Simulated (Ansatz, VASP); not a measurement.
**One calculation of CdS, two programs**

File INCAR:

```
PREC     = Accurate       # precision mode
ENCUT    = 500            # plane-wave cutoff, eV
EDIFF    = 1E-6           # SCF threshold, eV
ISMEAR   = 0              # smearing method
SIGMA    = 0.01           # smearing width, eV
LREAL    = False          # projectors in reciprocal space
LASPH    = True           # aspherical terms in the spheres
NELM     = 120            # most SCF steps
ALGO     = Normal         # electronic algorithm
ISIF     = 2              # what is computed and relaxed
LWAVE    = False          # write WAVECAR
LCHARG   = False          # write CHGCAR
GGA      = CA             # functional
NBANDS   = 16             # bands
GGA_COMPAT= False
```

KPOINTS

```
regular mesh
0
Gamma
  8 8 8
```

The input POSCAR:

```
CdS
1.0
    0.0000000000      2.9165000000      2.9165000000
    2.9165000000      0.0000000000      2.9165000000
    2.9165000000      2.9165000000      0.0000000000
Cd S
1 1
Direct
    0.0000000000      0.0000000000      0.0000000000
    0.7500000000      0.7500000000      0.7500000000
```

Input for Ansatz:

```yaml
crystal:
  lattice:
    - [0.0, 2.9165, 2.9165]
    - [2.9165, 0.0, 2.9165]
    - [2.9165, 2.9165, 0.0]
  atoms:
    - { symbol: Cd, position: [0.0, 0.0, 0.0] }
    - { symbol: S, position: [0.75, 0.75, 0.75] }
kpoints:
  mp_grid: { grid: [8, 8, 8] }
scf:
  occupations: { method: fixed }
hamiltonian:
  xc: lda
  pseudopotentials: { kind: all_electron, lapw: { basis_error: 0.001 } }
output:
  forces: true
  stress: true
  eigenvalues: true
  eigenstates:
    nscf_kmesh: { grid: [16, 16, 16] }
    de_dk: true
    e_range: [-9, 10.85835]
  optics:
    e_range: [0, 25]
    de: 0.2
    sigma: 0.15
    bands: { spectra_wanted_up_to: 25 }
    nscf_kmesh: { grid: [16, 16, 16] }
checkpoint:
  write: ck
  write_wavefunctions: false
```

Alike in both runs: task single point; functional LDA; k mesh 8 × 8 × 8; no spin polarisation.

|  | VASP | Ansatz |
| --- | --- | --- |
| version | VASP 6.6.1 | Ansatz 0.2.0 |
| potentials or method | VASP PAW LDA potentials, release 64 (Cd, S), cutoff 500 eV | all-electron LAPW, scalar-relativistic |
| occupations | gaussian, width 0.01 eV | fixed |

Ansatz gave:

* gap on the k mesh at the Fermi level (eV): 0.86
* pressure (GPa): -2.4

What did VASP give for the same quantities?

gap on the k mesh at the Fermi level (eV): 0.89; pressure (GPa): -2.0.

LDA's correlation is that of Perdew and Zunger in VASP and of Perdew and Wang (1992) in Ansatz. Ansatz ran all-electron here, and VASP with PAW potentials.
